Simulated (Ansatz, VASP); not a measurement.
## Cu: VASP beside Ansatz

```
CELL_PARAMETERS angstrom
0.00000 1.78859 1.78859
1.78859 0.00000 1.78859
1.78859 1.78859 0.00000
ATOMIC_POSITIONS crystal
Cu 0.00000 0.00000 0.00000
```

Alike in both runs: functional r2SCAN; k mesh 20 × 20 × 20; occupations fermi-dirac, width 0.15 eV; no spin polarisation.

Ansatz relaxed the structure, and its values are those at the end. VASP's run is a single point on that final structure, the one shown.

|  | VASP | Ansatz |
| --- | --- | --- |
| version | VASP 6.6.1 | Ansatz 0.2.0 |
| potentials or method | VASP PAW PBE potentials, release 64 (Cu), cutoff 520 eV | scalar-relativistic, plane waves, PAW |
| valence electrons in the cell | 11 | 19 |

```tsv
	VASP	Ansatz	Ansatz less VASP
gap on the k mesh at the Fermi level (eV)	none	none	-
pressure (GPa)	0.5	0.0	-0.48
```

VASP's potentials were made for PBE, not for r2SCAN. A gap of «none» marks a metal or a gap that the smearing closes. The functional is the same, so the differences come from potentials, cutoffs and numerics. VASP's potentials hold 11 valence electrons a cell and Ansatz's 19, so a difference there can come from the potentials and not from the codes.
